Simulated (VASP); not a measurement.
Crystal: CO2.

```xyz
12
Lattice="5.6300 0.0000 0.0000 0.0000 5.6300 0.0000 0.0000 0.0000 5.6300" Properties=species:S:1:pos:R:3 pbc="T T T"
C     0.0000    0.0000    0.0000
C     2.8150    0.0000    2.8150
C     2.8150    2.8150    0.0000
C     0.0000    2.8150    2.8150
O     0.6080    0.6080    0.6080
O     2.2070    5.0220    3.4230
O     3.4230    2.2070    5.0220
O     5.0220    3.4230    2.2070
O     5.0220    5.0220    5.0220
O     3.4230    0.6080    2.2070
O     2.2070    3.4230    0.6080
O     0.6080    2.2070    3.4230
```

```yaml
Program: VASP 6.6.1
Task: relaxation of the atoms
Functional: PBE
Potentials_or_basis: VASP PAW PBE potentials, release 64 (C, O)
Cutoff: 520 eV
k_mesh: 4 × 4 × 4
Occupations: fermi-dirac, width 0.02 eV
Spin: no spin polarisation
```

At the start: pressure 48.7 GPa; volume 14.87 Å³/atom.

Task: Where does the relaxation end?

Result: Over 9 steps the energy falls by 678.4 meV/atom; space group Pa-3 (No. 205, to 0.05 Å).

The path:
| step | energy change (eV) | largest force (eV/Å) | pressure (GPa) |
| --- | --- | --- | --- |
| 1 | 0.0000 | 19.2636 | 48.71 |
| 2 | 42.9789 | 3.0236 | -27.97 |
| 3 | 38.6317 | 5.5968 | -32.03 |
| 4 | 27.8963 | 9.1274 | -36.72 |
| 5 | 1.6176 | 10.2192 | -31.18 |
| 6 | -7.6913 | 3.1519 | -7.84 |
| 7 | -7.9909 | 2.0603 | 6.60 |
| 8 | -8.1391 | 0.2339 | 0.39 |
| 9 | -8.1412 | 0.0197 | 1.08 |

Final structure:
```cif
data_structure
_symmetry_space_group_name_H-M 'P 1'
_symmetry_Int_Tables_number 1
_cell_length_a 5.6300
_cell_length_b 5.6300
_cell_length_c 5.6300
_cell_angle_alpha 90.000
_cell_angle_beta 90.000
_cell_angle_gamma 90.000
_cell_volume 178.45
loop_
_atom_site_label
_atom_site_type_symbol
_atom_site_fract_x
_atom_site_fract_y
_atom_site_fract_z
_atom_site_occupancy
C1 C 0.00000 0.00000 0.00000 1
C2 C 0.50000 0.00000 0.50000 1
C3 C 0.50000 0.50000 0.00000 1
C4 C 0.00000 0.50000 0.50000 1
O1 O 0.12042 0.12042 0.12042 1
O2 O 0.37958 0.87958 0.62042 1
O3 O 0.62042 0.37958 0.87958 1
O4 O 0.87958 0.62042 0.37958 1
O5 O 0.87958 0.87958 0.87958 1
O6 O 0.62042 0.12042 0.37958 1
O7 O 0.37958 0.62042 0.12042 1
O8 O 0.12042 0.37958 0.62042 1
```
